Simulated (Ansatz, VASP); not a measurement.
# As in VASP and in Ansatz

POSCAR

```
As
1.0
    2.7036817444      0.0000000000      0.0000000000
    0.0000000000      2.7036817444      0.0000000000
    0.0000000000      0.0000000000      2.6225712921
As
1
Direct
    0.5000000000      0.5000000000      0.5000000000
```

File INCAR.step1:

```
PREC = Accurate
ENCUT = 520
ISMEAR = 0
SIGMA = 0.15
LREAL = F
LASPH = T
NELM = 100
NBANDS = 8
GGA = PE
ALGO = Normal
EDIFF = 1E-4
LWAVE = T
LCHARG = F
```

Contents of INCAR.step2:

```
PREC = Accurate
ENCUT = 520
EDIFF = 1E-7
ISMEAR = 0
SIGMA = 0.15
LREAL = F
LASPH = T
NELM = 100
ALGO = Normal
ISIF = 2
LWAVE = F
LCHARG = F
METAGGA = R2SCAN
LMIXTAU = T
NBANDS = 8
ISTART = 1
```

The input KPOINTS:

```
Automatic mesh
0
Gamma
  18 18 18
```

Input for Ansatz:

```yaml
crystal:
  lattice:
    - [2.7036817444, 0.0, 0.0]
    - [0.0, 2.7036817444, 0.0]
    - [0.0, 0.0, 2.6225712921]
  atoms:
    - { symbol: As, position: [0.5, 0.5, 0.5] }
basis:
  ecutwfc: 500
kpoints:
  mp_grid: { grid: [18, 18, 18] }
hamiltonian:
  xc: r2scan
scf:
  occupations: { method: gaussian, width: 0.15 }
output:
  forces: true
  stress: true
  eigenvalues: true
```

Change from the starting cell: strain +0.000 along x and y, -0.030 along z, atoms carried along.

Alike in both runs: task single point; functional r2SCAN; k mesh 18 × 18 × 18; occupations gaussian, width 0.15 eV; no spin polarisation.

```csv
,VASP,Ansatz
version,VASP 6.6.1,Ansatz 0.2.0
potentials or method,"VASP PAW PBE potentials, release 64 (As), cutoff 520 eV","scalar-relativistic, plane waves, PAW"
valence electrons in the cell,5,15
```

Ansatz gave:

```
gap on the k mesh at the Fermi level (eV)                     : none
pressure (GPa)                                                : 3.3
traceless stress, the component that is largest in VASP (GPa) : 4.08
```

**Question.** Estimate VASP's values.

**Answer.** gap on the k mesh at the Fermi level (eV): none; pressure (GPa): 3.3; traceless stress, the component that is largest in VASP (GPa): 4.13.

VASP's potentials were made for PBE, not for r2SCAN. A gap of «none» marks a metal or a gap that the smearing closes. VASP's potentials hold 5 valence electrons a cell and Ansatz's 15, so a difference there can come from the potentials and not from the codes.
